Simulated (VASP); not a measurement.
# Se (Im-3m) in VASP: a series of runs

The runs below take Se through single point, relaxation of cell and atoms, with r2SCAN.

Everything below comes from runs of VASP 6.6.1. Logs are shortened: lines on timing, memory, paths and dates and some standing lists are left out, and cuts for length are marked.

## 1. The cell of the first run

It takes space group Im-3m (No. 229, cubic). The conventional cell has a = 2.886 Å, b = 2.886 Å, c = 2.886 Å, α = 90.00°, β = 90.00°, γ = 90.00°. Se (site symmetry m-3m) has 14 Se at 2.50 to 2.89 Å within 3.3 Å.

## 2. Single point, r2SCAN

File POSCAR:

```
Se
1.0
   -1.4431668506      1.4431668506      1.4431668506
    1.4431668506     -1.4431668506      1.4431668506
    1.4431668506      1.4431668506     -1.4431668506
Se
1
Direct
    0.0000000000      0.0000000000      0.0000000000
```

File INCAR.step1:

```
  ALGO = Normal
  EDIFF = 1E-4
  ENCUT = 520
  GGA = PE
  ISMEAR = 0
  LASPH = T
  LCHARG = F
  LREAL = F
  LWAVE = T
  NBANDS = 9
  NELM = 100
  PREC = Accurate
  SIGMA = 0.1
```

File INCAR.step2:

```
  ALGO = Normal
  EDIFF = 1E-7
  ENCUT = 520
  ISIF = 2
  ISMEAR = 0
  ISTART = 1
  LASPH = T
  LCHARG = F
  LMIXTAU = T
  LREAL = F
  LWAVE = F
  METAGGA = R2SCAN
  NBANDS = 9
  NELM = 100
  PREC = Accurate
  SIGMA = 0.1
```

File KPOINTS:

```
k-points
0
Gamma
  20 20 20
```

Potentials or basis: VASP PAW PBE potentials, release 64 (Se).

Run with:

```bash
$ cat potpaw_PBE.64/Se/POTCAR > POTCAR
$ cp INCAR.step1 INCAR
$ mpirun -np 1 vasp_std > vasp.out
$ cp INCAR.step2 INCAR
$ mpirun -np 1 vasp_std > vasp.out
```

OUTCAR:

```text
EDIFF = 1E-7
   ENCUT = 520
   ISIF = 2
   ISMEAR = 0
   ISTART = 1
   LASPH = T
   LREAL = F
   METAGGA = R2SCAN
   NELM = 100
   PREC = Accurate

 ion  position               nearest neighbor table
   1  0.000  0.000  0.000-

  LATTYP: Found a body centered cubic cell.
 ALAT       =     2.8863337012

  Lattice vectors:

 A1 = (  -1.4431668506,   1.4431668506,   1.4431668506)
 A2 = (   1.4431668506,  -1.4431668506,   1.4431668506)
 A3 = (   1.4431668506,   1.4431668506,  -1.4431668506)

Analysis of symmetry for initial positions (statically):
=====================================================================
 Subroutine PRICEL returns:
 Original cell was already a primitive cell.

 Routine SETGRP: Setting up the symmetry group for a
 body centered cubic supercell.

 Subroutine GETGRP returns: Found 48 space group operations
 (whereof 48 operations were pure point group operations)
 out of a pool of 48 trial point group operations.

The static configuration has the point symmetry O_h .

Analysis of symmetry for dynamics (positions and initial velocities):
=====================================================================
 Subroutine PRICEL returns:
 Original cell was already a primitive cell.

 Routine SETGRP: Setting up the symmetry group for a
 body centered cubic supercell.

 Subroutine GETGRP returns: Found 48 space group operations
 (whereof 48 operations were pure point group operations)
 out of a pool of 48 trial point group operations.

The dynamic configuration has the point symmetry O_h .

 Subroutine INISYM returns: Found 48 space group operations
 (whereof 48 operations are pure point group operations),
 and found     1 'primitive' translations

----------------------------------------------------------------------------------------

                                     Primitive cell

  volume of cell :      12.0229

  direct lattice vectors                    reciprocal lattice vectors
    -1.443166851  1.443166851  1.443166851     0.000000000  0.346460286  0.346460286
     1.443166851 -1.443166851  1.443166851     0.346460286  0.000000000  0.346460286
     1.443166851  1.443166851 -1.443166851     0.346460286  0.346460286  0.000000000

  length of vectors
     2.499638309  2.499638309  2.499638309     0.489968835  0.489968835  0.489968835

  position of ions in fractional coordinates (direct lattice)
     0.000000000  0.000000000  0.000000000

  ion indices of the primitive-cell ions
   primitive index   ion index
                 1           1
[... 71 lines left out ...]
   NELM   =    100;   NELMIN=  2; NELMDL=  0     # of ELM steps
   EDIFF  = 0.1E-06   stopping-criterion for ELM
   LREAL  =      F    real-space projection
   EDIFFG = 0.1E-05   stopping-criterion for IOM
   NSW    =      0    number of steps for IOM
   IBRION =     -1    ionic relax: 0-MD 1-quasi-New 2-CG
   NFREE  =      0    steps in history (QN), initial steepest desc. (CG)
   ISIF   =      2    stress and relaxation
   ISYM   =      2    0-nonsym 1-usesym 2-fastsym
   POTIM  = 0.5000    time-step for ionic-motion
   TEBEG  =    0.0;   TEEND  =   0.0 temperature during run
   PSTRESS=    0.0 pullay stress
   NELECT =       6.0000    total number of electrons
   NUPDOWN=      -1.0000    fix difference up-down
   EMIN   =  10.00;   EMAX   =-10.00  energy-range for DOS
   EFERMI =   0.00;   METHOD = LEGACY
   ISMEAR =     0;   SIGMA  =   0.10  broadening in eV -4-tet -1-fermi 0-gaus
   EFERMI_NEDOS =   21; number of points for ismear=-14 and -15
   IALGO  =     38    algorithm
   IMIX   =      4    mixing-type and parameters
     AMIX     =   0.40;   BMIX     =  1.00
     AMIX_MAG =   1.60;   BMIX_MAG =  1.00
  volume/ion in A,a.u.               =      12.02        81.13
  Fermi-wavevector in a.u.,A,eV,Ry     =   1.298540  2.453885 22.942232  1.686206
  Thomas-Fermi vector in A             =   2.429862
   LORBIT       =      0    0 simple, 1 ext, 2 COOP (PROOUT), +10 PAW based schemes
   METAGGA = R2SCAN    functional components
   LHFCALC =     F    Hartree Fock is set to
   AEXX    =    0.0000 exact exchange contribution
   IVDW    =     0    specifies the selected vdW correction
   LEPSILON=     F    determine dielectric tensor
   LRPA    =     F    only Hartree local field effects (RPA)
 non-spin polarized calculation
 Gauss-broadening in eV      SIGMA  =   0.10
  energy-cutoff  :      520.00
  volume of cell :       12.02
 maximum number of plane-waves:       336
   NGX =  9   NGY =  9   NGZ =  9

 number of electron       5.9999999 magnetization

 Free energy of the ion-electron system (eV)
  ---------------------------------------------------
  ext. energy  EPLUGINS =         0.00000000
  ---------------------------------------------------
  free energy    TOTEN  =       -11.55706517 eV

  energy without entropy =      -11.55487440  energy(sigma->0) =      -11.55596978

 E-fermi :  13.6737     XC(G=0): -13.9262

 val. band max:       13.6625779214   @ k =  -0.4500   0.4500   0.0500
 cond. band min:      13.6941306808   @ k =   0.4000   0.0500  -0.0000
 fundamental gap:      0.0315527594
 Fermi energy:        13.6736711647

 k-point     1 :       0.0000    0.0000    0.0000
  band No.  band energies     occupation
      1     -10.0014      2.00000
      2      20.6381      0.00000
      3      20.6381      0.00000
      4      20.6381      0.00000
      5      27.8541      0.00000
      6      27.8541      0.00000
      7      27.8541      0.00000
      8      32.2216      0.00000
      9      32.2216      0.00000
[... 265 lines left out ...]
 k-point    24 :       0.2500    0.1000    0.0000
  band No.  band energies     occupation
      1      -6.4144      2.00000
      2       8.4421      2.00000
      3      13.7116      0.59120
      4      17.2967      0.00000
      5      23.7469      0.00000
      6      25.7197      0.00000
      7      30.2238      0.00000
      8      35.5832      0.00000
      9      37.4053      0.00000

 [... further k-points ...]
[... 5 lines left out ...]
  --------------------------------------------------------------------------------------
  -------------------------------------------------------------------------------------
  Total        9.4335717      9.4335717      9.4335717      0.0000000      0.0000000     -0.0000000
  in kB     1257.1210898   1257.1210898   1257.1210898      0.0000000      0.0000000     -0.0000000
  external PRESSURE =    1257.1210898 kB  Pullay stress =       0.0000000 kB

 VOLUME and BASIS-vectors are now :
 -----------------------------------------------------------------------------
  energy-cutoff  :      520.00
  volume of cell :       12.02
      direct lattice vectors                 reciprocal lattice vectors
    -1.443166851  1.443166851  1.443166851     0.000000000  0.346460286  0.346460286
     1.443166851 -1.443166851  1.443166851     0.346460286  0.000000000  0.346460286
     1.443166851  1.443166851 -1.443166851     0.346460286  0.346460286  0.000000000

 POSITION                                       TOTAL-FORCE (eV/Angst)
 -----------------------------------------------------------------------------------
      0.00000      0.00000      0.00000        -0.000000      0.000000      0.000000
 -----------------------------------------------------------------------------------
    total drift:                                0.000000     -0.000000     -0.000000

  FREE ENERGIE OF THE ION-ELECTRON SYSTEM (eV)
  ---------------------------------------------------
  free  energy   TOTEN  =       -11.5570651710 eV

  energy  without entropy=      -11.5548743951  energy(sigma->0) =      -11.55596978
```

OSZICAR.step1:

```text
N       E                     dE             d eps       ncg     rms          rms(c)
DAV:   1     0.102588857752E+02    0.10259E+02   -0.33103E+03  4729   0.607E+02
DAV:   2    -0.753188194161E+00   -0.11012E+02   -0.10614E+02  6556   0.816E+01
DAV:   3    -0.916725756300E+00   -0.16354E+00   -0.16310E+00  5423   0.836E+00
DAV:   4    -0.916871526373E+00   -0.14577E-03   -0.14576E-03  6132   0.256E-01
DAV:   5    -0.916871555791E+00   -0.29419E-07   -0.30291E-07  5227   0.339E-03    0.924E+00
DAV:   6    -0.907797070840E+00    0.90745E-02   -0.13355E-03  5537   0.258E-01    0.558E+00
DAV:   7    -0.903378539723E+00    0.44185E-02   -0.24189E-03  5643   0.377E-01    0.601E-02
DAV:   8    -0.903356787800E+00    0.21752E-04   -0.36932E-05  3517   0.377E-02
   1 F= -.90335679E+00 E0= -.90188685E+00  d E =-.293988E-02
```

Run time: 43 s. Hardware: 1 thread of Intel Xeon 6975P-C (Granite Rapids), shared host; peak memory 0.14 GiB.

What came out:

```yaml
Free_energy: -11.5571 eV
Pressure: 125.7 GPa
Band_gap_on_the_k_mesh: zero (band 3 reaches 20.64 eV, above the bottom of band 4 at 5.72 eV)
```

Caveat: the PAW data sets were made with another functional, which shifts forces and pressure a little.

[end of part 1 of 2]
